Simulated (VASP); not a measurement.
# ZnO (P6_3mc) in VASP: further runs, part 2 of 3

VASP 6.6.1. Earlier steps stand in the parts before.

## 3. Single point, PBEsol

This run uses another cell than the first one, of 11.78 Å³/atom, 0.943 times its volume.

INCAR reads:

```
PREC     = Accurate       # precision mode
ENCUT    = 910            # plane-wave cutoff, eV
EDIFF    = 1E-6           # SCF threshold, eV
ISMEAR   = 0              # smearing method
SIGMA    = 0.02           # smearing width, eV
LREAL    = False          # projectors in reciprocal space
LASPH    = True           # aspherical terms in the spheres
NELM     = 120            # most SCF steps
ALGO     = Normal         # electronic algorithm
ISIF     = 2              # what is computed and relaxed
LWAVE    = False          # write WAVECAR
LCHARG   = True           # write CHGCAR
GGA      = PS             # functional
LELF     = True           # ELF
LVHAR    = True         
NBANDS   = 26             # bands
GGA_COMPAT= False
```

KPOINTS reads:

```
regular mesh
0
Gamma
  9 9 6
```

POSCAR reads:

```
ZnO
1.0
    3.2305167521      0.0000000000      0.0000000000
   -1.6152583760      2.7977095747      0.0000000000
    0.0000000000      0.0000000000      5.2139362911
Zn O
2 2
Direct
    0.6666666667      0.3333333333      0.5006385776
    0.3333333333      0.6666666667      0.0006385776
    0.6666666667      0.3333333333      0.8796714224
    0.3333333333      0.6666666667      0.3796714224
```

Potentials or basis: VASP PAW PBE potentials, release 64 (Zn, O_h).

The run is started by

```
$ cat potpaw_PBE.64/Zn/POTCAR potpaw_PBE.64/O_h/POTCAR > POTCAR
$ mpirun -np 1 vasp_std > vasp.out
```

OUTCAR:

```text
PREC = Accurate
   ENCUT = 910
   EDIFF = 1E-6
   ISMEAR = 0
   LREAL = False
   LASPH = True
   NELM = 120
   ISIF = 2
   GGA = PS

 ion  position               nearest neighbor table
   1  0.667  0.333  0.501-   4 1.97   4 1.97   4 1.97   3 1.98
   2  0.333  0.667  0.001-   3 1.97   3 1.97   3 1.97   4 1.98
   3  0.667  0.333  0.880-   2 1.97   2 1.97   2 1.97   1 1.98
   4  0.333  0.667  0.380-   1 1.97   1 1.97   1 1.97   2 1.98

  LATTYP: Found a hexagonal cell.
 ALAT       =     3.2305167521
 C/A-ratio  =     1.6139635517

  Lattice vectors:

 A1 = (   3.2305167521,   0.0000000000,   0.0000000000)
 A2 = (  -1.6152583760,   2.7977095747,   0.0000000000)
 A3 = (   0.0000000000,   0.0000000000,   5.2139362911)

Analysis of symmetry for initial positions (statically):
=====================================================================
 Subroutine PRICEL returns:
 Original cell was already a primitive cell.

 Routine SETGRP: Setting up the symmetry group for a
 hexagonal supercell.

 Subroutine GETGRP returns: Found 12 space group operations
 (whereof  6 operations were pure point group operations)
 out of a pool of 24 trial point group operations.

The static configuration has the point symmetry C_3v.
 The point group associated with its full space group is C_6v.

Analysis of symmetry for dynamics (positions and initial velocities):
=====================================================================
 Subroutine PRICEL returns:
 Original cell was already a primitive cell.

 Routine SETGRP: Setting up the symmetry group for a
 hexagonal supercell.

 Subroutine GETGRP returns: Found 12 space group operations
 (whereof  6 operations were pure point group operations)
 out of a pool of 24 trial point group operations.

The dynamic configuration has the point symmetry C_3v.
 The point group associated with its full space group is C_6v.

 Subroutine INISYM returns: Found 12 space group operations
 (whereof  6 operations are pure point group operations),
 and found     1 'primitive' translations

----------------------------------------------------------------------------------------

                                     Primitive cell

  volume of cell :      47.1238

  direct lattice vectors                    reciprocal lattice vectors
     3.230516752  0.000000000  0.000000000     0.309548000  0.178717621  0.000000000
    -1.615258376  2.797709575  0.000000000     0.000000000  0.357435242  0.000000000
     0.000000000  0.000000000  5.213936291     0.000000000  0.000000000  0.191793675

  length of vectors
     3.230516752  3.230516752  5.213936291     0.357435242  0.357435242  0.191793675

  position of ions in fractional coordinates (direct lattice)
     0.666666667  0.333333333  0.500638578
     0.333333333  0.666666667  0.000638578
     0.666666667  0.333333333  0.879671422
     0.333333333  0.666666667  0.379671422

  ion indices of the primitive-cell ions
   primitive index   ion index
                 1           1
                 2           2
                 3           3
                 4           4

----------------------------------------------------------------------------------------

 KPOINTS: regular mesh

Automatic generation of k-mesh.
 Grid dimensions read from file:
 generate k-points for:    9    9    6

 Generating k-lattice:

  Cartesian coordinates                     Fractional coordinates (reciprocal lattice)
     0.034394222  0.019857513  0.000000000     0.111111111  0.000000000  0.000000000
     0.000000000  0.039715027  0.000000000     0.000000000  0.111111111  0.000000000
     0.000000000  0.000000000  0.031965612     0.000000000  0.000000000  0.166666667

  Length of vectors
     0.039715027  0.039715027  0.031965612

  Shift w.r.t. Gamma in fractional coordinates (k-lattice)
     0.000000000  0.000000000  0.000000000

 Subroutine IBZKPT returns following result:
 ===========================================

 Found     48 irreducible k-points:

 Following reciprocal coordinates:
            Coordinates               Weight
  0.000000  0.000000  0.000000      1.000000
  0.111111 -0.000000  0.000000      6.000000
  0.222222 -0.000000  0.000000      6.000000
  0.333333 -0.000000  0.000000      6.000000
  0.444444 -0.000000  0.000000      6.000000
  0.111111  0.111111  0.000000      6.000000
[... 16 lines left out ...]
  0.333333  0.222222  0.166667     24.000000
  0.333333  0.333333  0.166667      4.000000
 [... further k-points ...]
   k-points           NKPTS =     48   k-points in BZ     NKDIM =     48   number of bands    NBANDS=     26
   number of dos      NEDOS =    301   number of ions     NIONS =      4
   total plane-waves  NPLWV =  55296
   dimension x,y,z NGX =    32 NGY =   32 NGZ =   54
   dimension x,y,z NGXF=    64 NGYF=   64 NGZF=  108
   ions per type =               2   2
   NGX,Y,Z   is equivalent  to a cutoff of  16.47, 16.47, 17.22 a.u.
   NGXF,Y,Z  is equivalent  to a cutoff of  32.94, 32.94, 34.44 a.u.
 SYSTEM =  unknown system
   PREC   = accura    normal or accurate (medium, high low for compatibility)
   ISTART =      0    job   : 0-new  1-cont  2-samecut
   ICHARG =      2    charge: 1-file 2-atom 10-const
   ISPIN  =      1    spin polarized calculation?
   LNONCOLLINEAR =      F non collinear calculations
   LSORBIT =      F    spin-orbit coupling
   LASPH  =      T    aspherical Exc in radial PAW
   ENCUT  =  910.0 eV  66.88 Ry    8.18 a.u.   7.95  7.95 12.82*2*pi/ulx,y,z
   NELM   =    120;   NELMIN=  2; NELMDL= -5     # of ELM steps
   EDIFF  = 0.1E-05   stopping-criterion for ELM
   LREAL  =      F    real-space projection
   EDIFFG = 0.1E-04   stopping-criterion for IOM
   NSW    =      0    number of steps for IOM
   IBRION =     -1    ionic relax: 0-MD 1-quasi-New 2-CG
   NFREE  =      0    steps in history (QN), initial steepest desc. (CG)
   ISIF   =      2    stress and relaxation
   ISYM   =      2    0-nonsym 1-usesym 2-fastsym
   POTIM  = 0.5000    time-step for ionic-motion
   TEBEG  =    0.0;   TEEND  =   0.0 temperature during run
   PSTRESS=    0.0 pullay stress
   NELECT =      36.0000    total number of electrons
   NUPDOWN=      -1.0000    fix difference up-down
   EMIN   =  10.00;   EMAX   =-10.00  energy-range for DOS
   EFERMI =   0.00;   METHOD = LEGACY
   ISMEAR =     0;   SIGMA  =   0.02  broadening in eV -4-tet -1-fermi 0-gaus
   EFERMI_NEDOS =   21; number of points for ismear=-14 and -15
   IALGO  =     38    algorithm
   IMIX   =      4    mixing-type and parameters
     AMIX     =   0.40;   BMIX     =  1.00
     AMIX_MAG =   1.60;   BMIX_MAG =  1.00
  volume/ion in A,a.u.               =      11.78        79.50
  Fermi-wavevector in a.u.,A,eV,Ry     =   1.496565  2.828098 30.473056  2.239706
  Thomas-Fermi vector in A             =   2.608565
   LORBIT       =      0    0 simple, 1 ext, 2 COOP (PROOUT), +10 PAW based schemes
   GGA     = PS    functional components
   LHFCALC =     F    Hartree Fock is set to
   AEXX    =    0.0000 exact exchange contribution
   IVDW    =     0    specifies the selected vdW correction
   LEPSILON=     F    determine dielectric tensor
   LRPA    =     F    only Hartree local field effects (RPA)
 non-spin polarized calculation
 Gauss-broadening in eV      SIGMA  =   0.02
  energy-cutoff  :      910.00
  volume of cell :       47.12
 maximum number of plane-waves:      2967
 NGX is ok and might be reduce to    32
   NGX = 15   NGY = 15   NGZ = 25

 number of electron      35.9999999 magnetization

 Free energy of the ion-electron system (eV)
  ---------------------------------------------------
  ext. energy  EPLUGINS =         0.00000000
  ---------------------------------------------------
  free energy    TOTEN  =       -19.42251205 eV

  energy without entropy =      -19.42251205  energy(sigma->0) =      -19.42251205

 E-fermi :   1.5609     XC(G=0): -11.2440

 val. band max:        1.4702977637   @ k =   0.0000   0.0000   0.0000
 cond. band min:       2.1614411041   @ k =   0.0000   0.0000   0.0000
 fundamental gap:      0.6911433403
 Fermi energy:         1.5608786517

 k-point     1 :       0.0000    0.0000    0.0000
  band No.  band energies     occupation
      1     -16.6580      2.00000
      2     -15.9028      2.00000
      3      -4.3369      2.00000
      4      -4.2974      2.00000
      5      -4.2974      2.00000
      6      -4.2527      2.00000
[... 18 lines left out ...]
     25      15.5893      0.00000
     26      15.5893      0.00000
[... 644 lines left out ...]
      4      -4.0627      2.00000
      5      -4.0627      2.00000
      6      -3.7340      2.00000
[... 18 lines left out ...]
     25      14.7295      0.00000
     26      15.8360      0.00000

 [... further k-points ...]
[... 5 lines left out ...]
  --------------------------------------------------------------------------------------
  -------------------------------------------------------------------------------------
  Total        0.1729326      0.1729326      0.1767263      0.0000000      0.0000000      0.0000000
  in kB        5.8795917      5.8795917      6.0085737      0.0000000      0.0000000      0.0000000
  external PRESSURE =       5.9225857 kB  Pullay stress =       0.0000000 kB

 VOLUME and BASIS-vectors are now :
 -----------------------------------------------------------------------------
  energy-cutoff  :      910.00
  volume of cell :       47.12
      direct lattice vectors                 reciprocal lattice vectors
     3.230516752  0.000000000  0.000000000     0.309548000  0.178717621  0.000000000
    -1.615258376  2.797709575  0.000000000     0.000000000  0.357435242  0.000000000
     0.000000000  0.000000000  5.213936291     0.000000000  0.000000000  0.191793675

 POSITION                                       TOTAL-FORCE (eV/Angst)
 -----------------------------------------------------------------------------------
      1.61526      0.93257      2.61030         0.000000      0.000000      0.002361
     -0.00000      1.86514      0.00333         0.000000     -0.000000      0.002361
      1.61526      0.93257      4.58655        -0.000000     -0.000000     -0.002361
     -0.00000      1.86514      1.97958        -0.000000     -0.000000     -0.002361
 -----------------------------------------------------------------------------------
    total drift:                               -0.000000      0.000000      0.000087

  FREE ENERGIE OF THE ION-ELECTRON SYSTEM (eV)
  ---------------------------------------------------
  free  energy   TOTEN  =       -19.4225120496 eV

  energy  without entropy=      -19.4225120496  energy(sigma->0) =      -19.42251205
```

Wall time 57 s (1 thread of Intel Xeon 6975P-C (Granite Rapids), shared host); peak memory 0.29 GiB.

What came out:

| Property | Result |
| --- | --- |
| Free energy | -19.4225 eV |
| Pressure | 0.6 GPa |
| Band gap on the k mesh | 0.69 eV, direct |

Forces in eV/Å, atoms in the order of the input:
```
Zn   0.000  0.000  0.002
Zn   0.000  0.000  0.002
O    0.000  0.000 -0.002
O    0.000  0.000 -0.002
```

Levels at points of the mesh, in eV from the valence-band top:
| k point | band 16 | band 17 | band 18 | band 19 | band 20 | band 21 |
| --- | --- | --- | --- | --- | --- | --- |
| (0.00, 0.00, 0.00) | -0.09 | 0.00 | 0.00 | 0.69 | 5.16 | 8.10 |
| (0.00, 0.00, 0.50) | -0.40 | -0.40 | -0.40 | 3.38 | 3.38 | 9.96 |

Caveat: the cutoff is under 1.25 times the usual one of these potentials, so pressure, stress and relaxed cells hold a basis-set (Pulay) error; the PAW data sets were made with another functional, which shifts forces and pressure a little. As with any semilocal functional, this PBEsol gap is likely too small.

## 4. Single point, PBEsol (strain along c alone, the other axes held: -2.0 %, then relaxed in part)

INCAR reads:

```
  PREC = Accurate
  ENCUT = 910
  EDIFF = 1E-6
  ISMEAR = 0
  SIGMA = 0.02
  LREAL = F
  LASPH = T
  NELM = 120
  ALGO = Normal
  ISIF = 2
  LWAVE = F
  LCHARG = F
  GGA = PS
  NBANDS = 26
  GGA_COMPAT = F
```

KPOINTS reads:

```
Automatic mesh
0
Gamma
  12 12 6
```

POSCAR reads:

```
ZnO
1.0
    3.2304736098      0.0000000000      0.0000000000
   -1.6152368049      2.7976722123      0.0000000000
    0.0000000000      0.0000000000      5.1097940982
Zn O
2 2
Direct
    0.6666666667      0.3333333333      0.4978735395
    0.3333333333      0.6666666667     -0.0021264605
    0.6666666667      0.3333333333      0.8824364605
    0.3333333333      0.6666666667      0.3824364605
```

The run is started by

```
$ cat potpaw_PBE.64/Zn/POTCAR potpaw_PBE.64/O_h/POTCAR > POTCAR
$ mpirun -np 1 vasp_std > vasp.out
```

Run time: 68 s. Hardware: 1 thread of Intel Xeon 6975P-C (Granite Rapids), shared host; peak memory 0.33 GiB.

Results (log left out):

```
Free energy            : -19.4035 eV
Pressure               : 3.7 GPa
Band gap on the k mesh : 0.74 eV, direct
```

Forces in eV/Å, atoms in the order of the input:
```
Zn   0.000  0.000 -0.003
Zn   0.000  0.000 -0.003
O    0.000  0.000  0.003
O    0.000  0.000  0.003
```

Stress tensor (GPa, compression positive):
```
3.04 0.00 0.00
0.00 3.04 0.00
0.00 0.00 5.01
```

Levels at points of the mesh, in eV from the valence-band top:
```csv
k point,band 15,band 16,band 17,band 18,band 19,band 20,band 21,band 22
"(0.00, 0.00, 0.00)",-0.84,-0.10,0.00,0.00,0.74,5.15,8.34,12.75
"(0.50, 0.00, 0.00)",-2.91,-2.43,-1.31,-0.92,5.81,6.73,7.62,8.54
"(0.00, 0.00, 0.50)",-0.41,-0.41,-0.41,-0.41,3.46,3.46,10.16,10.16
"(0.50, 0.00, 0.50)",-1.62,-1.62,-1.36,-1.36,5.65,5.65,8.51,8.51
```

Caveat: the cell differs from its parent crystal (strain along c alone, the other axes held: -2.0 %, then relaxed in part); the cutoff is under 1.25 times the usual one of these potentials, so pressure, stress and relaxed cells hold a basis-set (Pulay) error; the PAW data sets were made with another functional, which shifts forces and pressure a little.

## 5. Single point, PBEsol (strain along c alone, the other axes held: -6.0 %, then relaxed in part)

INCAR reads:

```
SYSTEM = ZnO
PREC     = Accurate       ! precision mode
ENCUT    = 910            ! plane-wave cutoff, eV
EDIFF    = 1E-6           ! SCF threshold, eV
ISMEAR   = 0              ! smearing method
SIGMA    = 0.02           ! smearing width, eV
LREAL    = .False.        ! projectors in reciprocal space
LASPH    = .True.         ! aspherical terms in the spheres
NELM     = 120            ! most SCF steps
ALGO     = Normal         ! electronic algorithm
ISIF     = 2              ! what is computed and relaxed
LWAVE    = .False.        ! write WAVECAR
LCHARG   = .False.        ! write CHGCAR
GGA      = PS             ! functional
NBANDS   = 26             ! bands
GGA_COMPAT= .False.
```

KPOINTS reads:

```
Automatic mesh
0
Gamma
  12 12 6
  0 0 0
```

POSCAR reads:

```
ZnO
1.0
    3.2304736098      0.0000000000      0.0000000000
   -1.6152368049      2.7976722123      0.0000000000
    0.0000000000      0.0000000000      4.9012310737
Zn O
2 2
Direct
    0.6666666667      0.3333333333      0.4909399271
    0.3333333333      0.6666666667     -0.0090600729
    0.6666666667      0.3333333333      0.8893700729
    0.3333333333      0.6666666667      0.3893700729
```

The run is started by

```
$ cat potpaw_PBE.64/Zn/POTCAR potpaw_PBE.64/O_h/POTCAR > POTCAR
$ mpirun -np 1 vasp_std > vasp.out
```

Run time: 60 s. Hardware: 1 thread of Intel Xeon 6975P-C (Granite Rapids), shared host; peak memory 0.32 GiB.

It converged, with:

| Property | Result |
| --- | --- |
| Free energy | -19.2895 eV |
| Pressure | 10.6 GPa |
| Largest force | 0.008 eV/Å |
| Band gap on the k mesh | 0.85 eV, direct |

Forces in eV/Å, atoms in the order of the input:
```
Zn   0.000  0.000 -0.008
Zn   0.000  0.000 -0.008
O    0.000  0.000  0.008
O    0.000  0.000  0.008
```

Stress tensor (GPa, compression positive):
```
 9.15  0.00  0.00
 0.00  9.15  0.00
 0.00  0.00 13.47
```

Levels at points of the mesh, in eV from the valence-band top:
| k point | band 16 | band 17 | band 18 | band 19 | band 20 | band 21 |
| --- | --- | --- | --- | --- | --- | --- |
| (0.00, 0.00, 0.00) | -0.20 | 0.00 | 0.00 | 0.85 | 5.14 | 8.85 |
| (0.50, 0.00, 0.00) | -2.64 | -1.29 | -1.09 | 5.98 | 6.70 | 8.02 |
| (0.00, 0.00, 0.50) | -0.42 | -0.42 | -0.42 | 3.65 | 3.65 | 10.58 |
| (0.50, 0.00, 0.50) | -1.80 | -1.22 | -1.22 | 5.79 | 5.79 | 8.75 |

Caveat: the cell differs from its parent crystal (strain along c alone, the other axes held: -6.0 %, then relaxed in part); the cutoff is under 1.25 times the usual one of these potentials, so pressure, stress and relaxed cells hold a basis-set (Pulay) error; the PAW data sets were made with another functional, which shifts forces and pressure a little.

## 6. Single point, PBEsol (strain along c alone, the other axes held: -4.0 %, then relaxed in part)

INCAR reads:

```
PREC     = Accurate       # precision mode
ENCUT    = 910            # plane-wave cutoff, eV
EDIFF    = 1E-6           # SCF threshold, eV
ISMEAR   = 0              # smearing method
SIGMA    = 0.02           # smearing width, eV
LREAL    = F              # projectors in reciprocal space
LASPH    = T              # aspherical terms in the spheres
NELM     = 120            # most SCF steps
ALGO     = Normal         # electronic algorithm
ISIF     = 2              # what is computed and relaxed
LWAVE    = F              # write WAVECAR
LCHARG   = T              # write CHGCAR
GGA      = PS             # functional
LELF     = T              # ELF
LVHAR    = T            
NBANDS   = 26             # bands
GGA_COMPAT= F
```

KPOINTS reads:

```
Automatic mesh
0
Gamma
  12 12 6
```

POSCAR reads:

```
ZnO
1.0
    3.2304736098      0.0000000000      0.0000000000
   -1.6152368049      2.7976722123      0.0000000000
    0.0000000000      0.0000000000      5.0055125860
Zn O
2 2
Direct
    0.6666666667      0.3333333333      0.4946451986
    0.3333333333      0.6666666667     -0.0053548014
    0.6666666667      0.3333333333      0.8856648014
    0.3333333333      0.6666666667      0.3856648014
```

Potentials or basis: VASP PAW PBE potentials, release 64 (Zn, O_h).

The run is started by

```
$ cat potpaw_PBE.64/Zn/POTCAR potpaw_PBE.64/O_h/POTCAR > POTCAR
$ mpirun -np 1 vasp_std > vasp.out
```

Wall time 73 s (1 thread of Intel Xeon 6975P-C (Granite Rapids), shared host); peak memory 0.33 GiB.

The run converged. Its results:

- Free energy: -19.3588 eV
- Pressure: 7.0 GPa
- Largest force: 0.006 eV/Å
- Band gap on the k mesh: 0.80 eV, direct

Forces in eV/Å, atoms in the order of the input:
```
Zn   0.000  0.000 -0.006
Zn   0.000  0.000 -0.006
O    0.000  0.000  0.006
O    0.000  0.000  0.006
```

Stress tensor (GPa, compression positive):
```
5.89 0.00 0.00
0.00 5.89 0.00
0.00 0.00 9.34
```

Levels at points of the mesh, in eV from the valence-band top:
```
           k point  band 16  band 17  band 18  band 19  band 20  band 21
(0.00, 0.00, 0.00)    -0.13     0.00     0.00     0.80     5.14     8.59
(0.50, 0.00, 0.00)    -2.53    -1.30    -1.00     5.89     6.72     7.82
(0.00, 0.00, 0.50)    -0.42    -0.42    -0.42     3.55     3.55    10.37
(0.50, 0.00, 0.50)    -1.71    -1.29    -1.29     5.72     5.72     8.63
```

Caveat: the cell differs from its parent crystal (strain along c alone, the other axes held: -4.0 %, then relaxed in part); the cutoff is under 1.25 times the usual one of these potentials, so pressure, stress and relaxed cells hold a basis-set (Pulay) error; the PAW data sets were made with another functional, which shifts forces and pressure a little.

(Continued in part 3 of 3.)
